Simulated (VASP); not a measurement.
A run of VASP 6.6.1 is set up as follows.

The input INCAR:

```
SYSTEM = HfTi3O8
PREC = Accurate
ENCUT = 600
EDIFF = 1E-6
ISMEAR = 0
SIGMA = 0.02
LREAL = .False.
LASPH = .True.
NELM = 120
ALGO = Normal
ISIF = 2
LWAVE = .False.
LCHARG = .False.
GGA = PE
NBANDS = 59
GGA_COMPAT = .False.
```

The input KPOINTS:

```
regular mesh
0
Gamma
  8 8 4
  0 0 0
```

The input POSCAR:

```
HfTi3O8
1.0
    3.4480682974      0.0000000000      0.0000000000
    0.0000000000      3.4480682974      0.0000000000
    0.0000000000      0.0000000000     10.5872975156
Hf Ti O
1 3 8
Direct
    0.5000000000      0.5000000000      0.5000000000
    0.5000000000      0.5000000000      0.0000000000
    0.0000000000      0.0000000000      0.7539288917
    0.0000000000      0.0000000000      0.2460711083
    0.0000000000      0.5000000000      0.0791194228
    0.0000000000      0.5000000000      0.5936886248
    0.5000000000      0.0000000000      0.1662882960
    0.5000000000      0.0000000000      0.6729264641
    0.5000000000      0.0000000000      0.9208805772
    0.5000000000      0.0000000000      0.4063113752
    0.0000000000      0.5000000000      0.8337117040
    0.0000000000      0.5000000000      0.3270735359
```

Potentials or basis: VASP PAW PBE potentials, release 64 (Hf_pv, Ti_sv, O).

Launch:

```sh
$ cat potpaw_PBE.64/Hf_pv/POTCAR potpaw_PBE.64/Ti_sv/POTCAR potpaw_PBE.64/O/POTCAR > POTCAR
$ mpirun -np 1 vasp_std > vasp.out
```

(1) Estimate the band gap on the k mesh.

(2) What does it give for the pressure?

(3) Predict the largest force.

Answers

(1) 2.40 eV.

(2) -0.5 GPa.

(3) 0.135 eV/Å.

Caveat: spin-orbit coupling is left out, which moves the levels of the heavy elements.
